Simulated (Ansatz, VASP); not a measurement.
**HfN: VASP beside Ansatz**

```xyz
2
Lattice="2.8065 0.0000 0.0000 0.0000 2.8065 0.0000 0.0000 0.0000 2.8065" Properties=species:S:1:pos:R:3 pbc="T T T"
Hf    0.0000    0.0000    0.0000
N     1.4032    1.4032    1.4032
```

Alike in both runs: task single point; functional PBEsol; k mesh 12 × 12 × 12; occupations gaussian, width 0.05 eV; no spin polarisation.

|  | VASP | Ansatz |
| --- | --- | --- |
| version | VASP 6.6.1 | Ansatz 0.2.0 |
| potentials or method | VASP PAW PBE potentials, release 64 (Hf_pv, N), cutoff 520 eV | scalar-relativistic, plane waves, PAW |
| valence electrons in the cell | 15 | 31 |

```csv
,VASP,Ansatz,Ansatz less VASP
gap on the k mesh at the Fermi level (eV),none,none,-
pressure (GPa),-6.7,-4.2,+2.51
```

VASP's potentials were made for PBE, not for PBEsol. A gap of «none» marks a metal or a gap that the smearing closes. With one functional, cell and mesh, what is left measures potentials, basis and numerics. VASP's potentials hold 15 valence electrons a cell and Ansatz's 31, so a difference there can come from the potentials and not from the codes.

Neither program's run includes spin-orbit coupling.
